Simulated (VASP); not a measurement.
# Ru (P6_3/mmc) in VASP: a series of runs

The runs below take Ru through relaxation of cell and atoms, with LDA.

All numbers are computed with VASP 6.6.1; they aren't measurements. Logs are shortened: lines on timing, memory, paths and dates and some standing lists are left out, and cuts for length are marked.

### 1 The cell of the first run

Symmetry: P6_3/mmc, No. 194, hexagonal system. The conventional cell has a = 2.673 Å, b = 2.673 Å, c = 4.228 Å, α = 90.00°, β = 90.00°, γ = 120.00°. Ru (site symmetry -6m2) has 12 Ru at 2.62 to 2.67 Å within 3.5 Å.

### 2 Relaxation of cell and atoms, LDA

The input, INCAR:

```
PREC = Accurate
ENCUT = 600
EDIFF = 1E-6
ISMEAR = 0
SIGMA = 0.1
LREAL = False
LASPH = True
NELM = 80
ALGO = Fast
ISIF = 3
LWAVE = False
LCHARG = False
GGA = CA
IBRION = 2
NSW = 100
EDIFFG = -0.002
```

The input, KPOINTS:

```
Automatic mesh
0
Gamma
  15 15 8
```

The input, POSCAR:

```
Ru
1.0
    2.6727285022      0.0000000000      0.0000000000
   -1.3363642511      2.3146507803      0.0000000000
    0.0000000000      0.0000000000      4.2279362382
Ru
2
Direct
    0.3333333333      0.6666666667      0.2500000000
    0.6666666667      0.3333333333      0.7500000000
```

Potentials or basis: VASP PAW LDA potentials, release 64 (Ru_pv).

Command:

```bash
> cat potpaw_LDA.64/Ru_pv/POTCAR > POTCAR
> mpirun -np 1 vasp_std > vasp.out
```

OUTCAR:

```text
PREC = Accurate
   ENCUT = 600
   EDIFF = 1E-6
   ISMEAR = 0
   LREAL = False
   LASPH = True
   NELM = 80
   ISIF = 3
   GGA = CA
   IBRION = 2
   NSW = 100
   EDIFFG = -0.002

 ion  position               nearest neighbor table
   1  0.333  0.667  0.250-   2 2.62   2 2.62   2 2.62   2 2.62   2 2.62   2 2.62
   2  0.667  0.333  0.750-   1 2.62   1 2.62   1 2.62   1 2.62   1 2.62   1 2.62

  LATTYP: Found a hexagonal cell.
 ALAT       =     2.6727285022
 C/A-ratio  =     1.5818801778

  Lattice vectors:

 A1 = (   2.6727285022,   0.0000000000,   0.0000000000)
 A2 = (  -1.3363642511,   2.3146507803,   0.0000000000)
 A3 = (   0.0000000000,   0.0000000000,   4.2279362382)

Analysis of symmetry for initial positions (statically):
=====================================================================
 Subroutine PRICEL returns:
 Original cell was already a primitive cell.

 Routine SETGRP: Setting up the symmetry group for a
 hexagonal supercell.

 Subroutine GETGRP returns: Found 24 space group operations
 (whereof 12 operations were pure point group operations)
 out of a pool of 24 trial point group operations.

The static configuration has the point symmetry D_3d.
 The point group associated with its full space group is D_6h.

Analysis of symmetry for dynamics (positions and initial velocities):
=====================================================================
 Subroutine PRICEL returns:
 Original cell was already a primitive cell.

 Routine SETGRP: Setting up the symmetry group for a
 hexagonal supercell.

 Subroutine GETGRP returns: Found 24 space group operations
 (whereof 12 operations were pure point group operations)
 out of a pool of 24 trial point group operations.

The dynamic configuration has the point symmetry D_3d.
 The point group associated with its full space group is D_6h.

 Subroutine INISYM returns: Found 24 space group operations
 (whereof 12 operations are pure point group operations),
 and found     1 'primitive' translations

----------------------------------------------------------------------------------------

                                     Primitive cell

  volume of cell :      26.1558

  direct lattice vectors                    reciprocal lattice vectors
     2.672728502  0.000000000  0.000000000     0.374149488  0.216015307  0.000000000
    -1.336364251  2.314650780  0.000000000     0.000000000  0.432030615  0.000000000
     0.000000000  0.000000000  4.227936238     0.000000000  0.000000000  0.236522015

  length of vectors
     2.672728502  2.672728502  4.227936238     0.432030615  0.432030615  0.236522015

  position of ions in fractional coordinates (direct lattice)
     0.333333333  0.666666667  0.250000000
     0.666666667  0.333333333  0.750000000

  ion indices of the primitive-cell ions
   primitive index   ion index
                 1           1
                 2           2

----------------------------------------------------------------------------------------

 KPOINTS: Automatic mesh

Automatic generation of k-mesh.
 Grid dimensions read from file:
 generate k-points for:   15   15    8

 Generating k-lattice:

  Cartesian coordinates                     Fractional coordinates (reciprocal lattice)
     0.024943299  0.014401020  0.000000000     0.066666667  0.000000000  0.000000000
     0.000000000  0.028802041  0.000000000     0.000000000  0.066666667  0.000000000
     0.000000000  0.000000000  0.029565252     0.000000000  0.000000000  0.125000000

  Length of vectors
     0.028802041  0.028802041  0.029565252

  Shift w.r.t. Gamma in fractional coordinates (k-lattice)
     0.000000000  0.000000000  0.000000000

 Subroutine IBZKPT returns following result:
 ===========================================

 Found    135 irreducible k-points:

 Following reciprocal coordinates:
            Coordinates               Weight
  0.000000  0.000000  0.000000      1.000000
  0.066667 -0.000000  0.000000      6.000000
  0.133333  0.000000  0.000000      6.000000
  0.200000 -0.000000  0.000000      6.000000
  0.266667  0.000000  0.000000      6.000000
  0.333333 -0.000000  0.000000      6.000000
[... 16 lines left out ...]
  0.333333  0.200000  0.000000     12.000000
  0.400000  0.200000  0.000000      6.000000
 [... further k-points ...]
   k-points           NKPTS =    135   k-points in BZ     NKDIM =    135   number of bands    NBANDS=     18
   number of dos      NEDOS =    301   number of ions     NIONS =      2
   total plane-waves  NPLWV =  20736
   dimension x,y,z NGX =    24 NGY =   24 NGZ =   36
   dimension x,y,z NGXF=    48 NGYF=   48 NGZF=   72
   ions per type =               2
   NGX,Y,Z   is equivalent  to a cutoff of  14.93, 14.93, 14.16 a.u.
   NGXF,Y,Z  is equivalent  to a cutoff of  29.86, 29.86, 28.31 a.u.
 SYSTEM =  unknown system
   PREC   = accura    normal or accurate (medium, high low for compatibility)
   ISTART =      0    job   : 0-new  1-cont  2-samecut
   ICHARG =      2    charge: 1-file 2-atom 10-const
   ISPIN  =      1    spin polarized calculation?
   LNONCOLLINEAR =      F non collinear calculations
   LSORBIT =      F    spin-orbit coupling
   LASPH  =      T    aspherical Exc in radial PAW
   ENCUT  =  600.0 eV  44.10 Ry    6.64 a.u.   5.34  5.34  8.44*2*pi/ulx,y,z
   NELM   =     80;   NELMIN=  2; NELMDL= -5     # of ELM steps
   EDIFF  = 0.1E-05   stopping-criterion for ELM
   LREAL  =      F    real-space projection
   EDIFFG = -.2E-02   stopping-criterion for IOM
   NSW    =    100    number of steps for IOM
   IBRION =      2    ionic relax: 0-MD 1-quasi-New 2-CG
   NFREE  =      1    steps in history (QN), initial steepest desc. (CG)
   ISIF   =      3    stress and relaxation
   ISYM   =      2    0-nonsym 1-usesym 2-fastsym
   POTIM  = 0.5000    time-step for ionic-motion
   TEBEG  =    0.0;   TEEND  =   0.0 temperature during run
   PSTRESS=    0.0 pullay stress
   NELECT =      28.0000    total number of electrons
   NUPDOWN=      -1.0000    fix difference up-down
   EMIN   =  10.00;   EMAX   =-10.00  energy-range for DOS
   EFERMI =   0.00;   METHOD = LEGACY
   ISMEAR =     0;   SIGMA  =   0.10  broadening in eV -4-tet -1-fermi 0-gaus
   EFERMI_NEDOS =   21; number of points for ismear=-14 and -15
   IALGO  =     68    algorithm
   IMIX   =      4    mixing-type and parameters
     AMIX     =   0.40;   BMIX     =  1.00
     AMIX_MAG =   1.60;   BMIX_MAG =  1.00
  volume/ion in A,a.u.               =      13.08        88.25
  Fermi-wavevector in a.u.,A,eV,Ry     =   1.674703  3.164731 38.159332  2.804632
  Thomas-Fermi vector in A             =   2.759452
   LORBIT       =      0    0 simple, 1 ext, 2 COOP (PROOUT), +10 PAW based schemes
   GGA     = CA    functional components
   LHFCALC =     F    Hartree Fock is set to
   AEXX    =    0.0000 exact exchange contribution
   IVDW    =     0    specifies the selected vdW correction
   LEPSILON=     F    determine dielectric tensor
   LRPA    =     F    only Hartree local field effects (RPA)
 conjugate gradient relaxation of ions
 non-spin polarized calculation
 RMM-DIIS sequential band-by-band and
 Gauss-broadening in eV      SIGMA  =   0.10
  energy-cutoff  :      600.00
  volume of cell :       26.16
 maximum number of plane-waves:       898
 NGX is ok and might be reduce to    24
   NGX = 11   NGY = 11   NGZ = 17

--------------------------------------- Ionic step        1  -------------------------------------------

 number of electron      27.9999993 magnetization

 Free energy of the ion-electron system (eV)
  ---------------------------------------------------
  ext. energy  EPLUGINS =         0.00000000
  ---------------------------------------------------
  free energy    TOTEN  =       -21.39890148 eV

  energy without entropy =      -21.39165633  energy(sigma->0) =      -21.39527890

------------------------ aborting loop because EDIFF is reached ----------------------------------------

  FORCE on cell =-STRESS in cart. coord.  units (eV):
  Direction    XX          YY          ZZ          XY          YZ          ZX
  --------------------------------------------------------------------------------------
  -------------------------------------------------------------------------------------
  Total        0.1820539      0.1820539      0.1177859      0.0000000      0.0000000      0.0000000
  in kB       11.1517160     11.1517160      7.2149827      0.0000000      0.0000000      0.0000000
  external PRESSURE =       9.8394716 kB  Pullay stress =       0.0000000 kB
[... 89 lines left out ...]
  FREE ENERGIE OF THE ION-ELECTRON SYSTEM (eV)
  ---------------------------------------------------
  free  energy   TOTEN  =       -21.3992103762 eV

  energy  without entropy=      -21.3919193558  energy(sigma->0) =      -21.39556487

[... ionic steps 4 to 7 ...]

--------------------------------------- Ionic step        8  -------------------------------------------

 number of electron      27.9999993 magnetization

------------------------ aborting loop because EDIFF is reached ----------------------------------------

  FORCE on cell =-STRESS in cart. coord.  units (eV):
  Direction    XX          YY          ZZ          XY          YZ          ZX
  --------------------------------------------------------------------------------------
  -------------------------------------------------------------------------------------
  Total       -0.0015894     -0.0015894      0.0205047      0.0000000      0.0000000      0.0000000
  in kB       -0.0970599     -0.0970599      1.2521510      0.0000000      0.0000000      0.0000000
  external PRESSURE =       0.3526771 kB  Pullay stress =       0.0000000 kB
[... 57 lines left out ...]
  energy  without entropy=      -21.3919055580  energy(sigma->0) =      -21.39556178

--------------------------------------- Ionic step       10  -------------------------------------------

 number of electron      27.9999993 magnetization

 Free energy of the ion-electron system (eV)
  ---------------------------------------------------
  ext. energy  EPLUGINS =         0.00000000
  ---------------------------------------------------
  free energy    TOTEN  =       -21.39921809 eV

  energy without entropy =      -21.39190927  energy(sigma->0) =      -21.39556368

 E-fermi :  13.3319     XC(G=0): -14.5924

 val. band max:       13.3243810080   @ k =   0.0000   0.0000   0.3750
 cond. band min:      13.3694667629   @ k =   0.2667   0.0000   0.2500
 fundamental gap:      0.0450857549
 Fermi energy:        13.3318771325

 k-point     1 :       0.0000    0.0000    0.0000
  band No.  band energies     occupation
      1     -30.2644      2.00000
      2     -29.2035      2.00000
      3     -29.2035      2.00000
      4     -29.0100      2.00000
      5     -29.0100      2.00000
      6     -28.9598      2.00000
[... 10 lines left out ...]
     17      14.5935      0.00000
     18      14.6878      0.00000
[... 466 lines left out ...]
      2     -29.7530      2.00000
      3     -29.6271      2.00000
      4     -29.6167      2.00000
      5     -29.3644      2.00000
      6     -29.3363      2.00000
[... 10 lines left out ...]
     17      18.8995      0.00000
     18      20.3843      0.00000

 [... further k-points ...]
[... 5 lines left out ...]
  --------------------------------------------------------------------------------------
  -------------------------------------------------------------------------------------
  Total        0.0028326      0.0028326      0.0005890      0.0000000      0.0000000      0.0000000
  in kB        0.1729725      0.1729725      0.0359690      0.0000000      0.0000000      0.0000000
  external PRESSURE =       0.1273046 kB  Pullay stress =       0.0000000 kB
[... 17 lines left out ...]
  FREE ENERGIE OF THE ION-ELECTRON SYSTEM (eV)
  ---------------------------------------------------
  free  energy   TOTEN  =       -21.3992180867 eV

  energy  without entropy=      -21.3919092668  energy(sigma->0) =      -21.39556368

 reached required accuracy - stopping structural energy minimisation
```

Run time: 1.7 min. Hardware: 1 thread of Intel Xeon 6975P-C (Granite Rapids), shared host; peak memory 0.19 GiB.

Results:

```
Free energy                            : -21.3992 eV
Relaxed volume                         : 13.12 Å³/atom
Relaxed cell                           : a = 2.676 Å, b = 2.676 Å, c = 4.230 Å, α = 90.00°, β = 90.00°, γ = 120.00°
Space group after relaxing (to 0.05 Å) : P6_3/mmc (No. 194)
Energy gained by relaxing              : 0.2 meV/atom
Ionic steps                            : 10
Pressure after relaxing                : 0.0 GPa
Band gap on the k mesh                 : zero (band 14 reaches 15.00 eV, above the bottom of band 15 at 11.72 eV)
```

Step by step:
```csv
step,energy change (eV),largest force (eV/Å),pressure (GPa),volume (Å³)
1,0.0000,0.0000,0.98,26.16
2,0.0018,0.0000,-3.19,26.46
3,-0.0003,0.0000,-0.05,26.24
4,-0.0003,0.0000,-0.04,26.24
5,-0.0003,0.0000,0.01,26.23
6,-0.0003,0.0000,0.00,26.24
7,-0.0003,0.0000,-0.02,26.24
8,-0.0003,0.0000,0.04,26.24
9,-0.0003,0.0000,0.01,26.24
10,-0.0003,0.0000,0.01,26.24
```

Final structure:
```
CELL_PARAMETERS angstrom
2.67632 0.00000 0.00000
-1.33816 2.31776 0.00000
0.00000 0.00000 4.22975
ATOMIC_POSITIONS crystal
Ru 0.33333 0.66667 0.25000
Ru 0.66667 0.33333 0.75000
```

### 3 Relaxation of cell and atoms, LDA

The input, INCAR:

```
SYSTEM = Ru
PREC = Accurate ; ENCUT = 600
EDIFF = 1E-6 ; ISMEAR = -1
SIGMA = 0.15 ; LREAL = .False.
LASPH = .True. ; NELM = 100
ALGO = Normal ; ISIF = 3
LWAVE = .False. ; LCHARG = .False.
GGA = CA ; IBRION = 2
NSW = 80 ; EDIFFG = -0.001
```

The input, KPOINTS:

```
Automatic mesh
0
Gamma
  15 15 8
  0 0 0
```

The input, POSCAR:

```
Ru
1.0
    2.6742569940      0.0000000000      0.0000000000
   -1.3371284970      2.3159744931      0.0000000000
    0.0000000000      0.0000000000      4.2259775198
Ru
2
Direct
    0.3333333333      0.6666666667      0.2500000000
    0.6666666667      0.3333333333      0.7500000000
```

Potentials or basis: VASP PAW LDA potentials, release 64 (Ru_pv).

Command:

```bash
> cat potpaw_LDA.64/Ru_pv/POTCAR > POTCAR
> mpirun -np 1 vasp_std > vasp.out
```

Run time: 91 s. Hardware: 1 thread of Intel Xeon 6975P-C (Granite Rapids), shared host; peak memory 0.19 GiB.

The run converged. Its results:

```yaml
Free_energy: -21.4510 eV
Relaxed_volume: 13.14 Å³/atom
Relaxed_cell: a = 2.678 Å, b = 2.678 Å, c = 4.230 Å, α = 90.00°, β = 90.00°, γ = 120.00°
Space_group_after_relaxing_to_0.05_Å: P6_3/mmc (No. 194)
Energy_gained_by_relaxing: 0.2 meV/atom
Ionic_steps: 10
Pressure_after_relaxing: 0.0 GPa
Band_gap_on_the_k_mesh: zero (band 14 reaches 14.98 eV, above the bottom of band 15 at 11.71 eV)
```

The path:
```
step  energy change (eV)  largest force (eV/Å)  pressure (GPa)  volume (Å³)
   1              0.0000                0.0000            1.36        26.17
   2              0.0040                0.0000           -4.45        26.60
   3             -0.0004                0.0000           -0.06        26.28
   4             -0.0004                0.0000           -0.01        26.27
   5             -0.0004                0.0000            0.02        26.27
   6             -0.0004                0.0000            0.04        26.27
   7             -0.0004                0.0000            0.04        26.27
   8             -0.0004                0.0000           -0.06        26.28
   9             -0.0004                0.0000           -0.02        26.27
  10             -0.0004                0.0000            0.00        26.27
```

Final structure:
```
Ru
1.0
     2.67804    0.00000    0.00000
    -1.33902    2.31925    0.00000
     0.00000    0.00000    4.22989
Ru
2
Direct
  0.33333 0.66667 0.25000
  0.66667 0.33333 0.75000
```

Levels at points of the mesh, in eV from the Fermi level:
| k point | band 11 | band 12 | band 13 | band 14 | band 15 | band 16 | band 17 | band 18 |
| --- | --- | --- | --- | --- | --- | --- | --- | --- |
| (0.00, 0.00, 0.00) | -2.56 | -2.04 | -2.04 | -1.50 | -1.50 | 1.24 | 1.24 | 1.34 |
| (0.00, 0.00, 0.50) | -2.94 | -2.94 | -2.84 | -2.84 | 0.57 | 0.57 | 0.57 | 0.57 |
